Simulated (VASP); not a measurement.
## BAs: relaxation of cell and atoms with PBE

The system is BAs.

```
B As
1.0
     2.96722    0.00000    0.00000
     0.00000    3.34931    0.00000
     0.00000    0.00000    7.73863
B As
3 3
Direct
  0.50000 0.50000 0.17805
  0.50000 0.50000 0.82195
  0.00000 0.00000 0.50000
  0.50000 0.00000 0.32195
  0.00000 0.50000 0.00000
  0.50000 0.00000 0.67805
```

The cell was built from a structure type or drawn by symmetry, and may not be a known phase.

| Quantity | Value |
| --- | --- |
| Program | VASP 6.6.1 |
| Task | relaxation of cell and atoms |
| Functional | PBE |
| Potentials or basis | VASP PAW PBE potentials, release 64 (B, As) |
| Cutoff | 600 eV |
| k mesh | 6 × 6 × 2 |
| Occupations | gaussian, width 0.1 eV |
| Spin | no spin polarisation |
| Dipole correction | no |
| Further INCAR settings | ALGO = Normal; EDIFF = 1e-07; IBRION = 2; EDIFFG = -0.04; NSW = 90; ISIF = 3 |

```json
{
  "Relaxed volume": "14.64 Å³/atom",
  "Relaxed cell": "a = 3.238 Å, b = 3.281 Å, c = 8.270 Å, α = 90.00°, β = 90.00°, γ = 90.00°",
  "Space group after relaxing (to 0.1 Å)": "Pmmm (No. 47)",
  "Energy gained by relaxing": "191.1 meV/atom",
  "Ionic steps": "9",
  "Pressure after relaxing": "-0.1 GPa",
  "Largest force after relaxing": "0.010 eV/Å",
  "Band gap on the k mesh": "zero (bands 12 and 13 overlap by 2.97 eV)"
}
```

Forces on the atoms (eV/Å):
```
B    0.000  0.000  0.005
B    0.000  0.000 -0.005
B    0.000  0.000  0.000
As   0.000  0.000  0.010
As   0.000  0.000  0.000
As   0.000  0.000 -0.010
```

Stress tensor (GPa, compression positive):
```
-0.04  0.00  0.00
 0.00 -0.05  0.00
 0.00  0.00 -0.20
```

Step by step:
```tsv
step	energy change (eV)	largest force (eV/Å)	pressure (GPa)	volume (Å³)
1	0.0000	0.0224	23.36	76.91
2	-0.7255	0.2613	-10.16	99.31
3	-1.0787	0.3657	-1.44	89.90
4	-1.0786	0.3664	-1.78	90.18
5	-1.1370	0.1243	-0.99	88.94
6	-1.1411	0.0878	-0.72	88.54
7	-1.1466	0.0122	0.25	87.64
8	-1.1466	0.0124	0.25	87.64
9	-1.1468	0.0099	-0.10	87.85
```

Final structure:
```
B As
1.0
     3.23752    0.00000    0.00000
     0.00000    3.28088    0.00000
     0.00000    0.00000    8.27022
B As
3 3
Direct
  0.50000 0.50000 0.17533
  0.50000 0.50000 0.82467
  0.00000 0.00000 0.50000
  0.50000 0.00000 0.32461
  0.00000 0.50000 0.00000
  0.50000 0.00000 0.67539
```

Levels at points of the mesh, in eV from the Fermi level:
```csv
k point,band 8,band 9,band 10,band 11,band 12,band 13,band 14,band 15,band 16
"(0.00, 0.00, 0.00)",-1.75,-1.15,-1.06,-0.36,0.61,1.82,2.49,2.62,3.47
"(0.50, 0.00, 0.00)",-3.48,-3.32,-1.49,-1.08,-0.28,2.27,2.44,2.82,4.35
"(0.00, 0.50, 0.00)",-3.27,-2.83,-1.51,-1.46,-1.28,1.92,2.28,3.29,3.97
"(0.50, 0.50, 0.00)",-5.47,-4.78,-4.35,-2.90,-1.36,-1.00,-0.39,2.53,2.70
"(0.00, 0.00, 0.50)",-2.36,-2.36,-2.27,1.53,1.95,1.99,2.06,2.23,2.79
"(0.50, 0.00, 0.50)",-4.94,-1.32,-1.27,-0.42,-0.19,2.02,2.32,2.66,2.75
"(0.00, 0.50, 0.50)",-4.46,-1.51,-1.28,-0.89,-0.13,1.90,2.25,2.78,3.06
"(0.50, 0.50, 0.50)",-5.13,-4.96,-4.42,-2.49,-1.75,-1.02,-0.87,1.26,1.36
```

It took 5.8 min on 1 thread of AMD EPYC 7R13, on a shared host, peak memory 0.2 GiB.

Caveat: the k points lie up to 0.38 Å⁻¹ apart in the final cell, too coarse for converged energies and pressures of a metal.
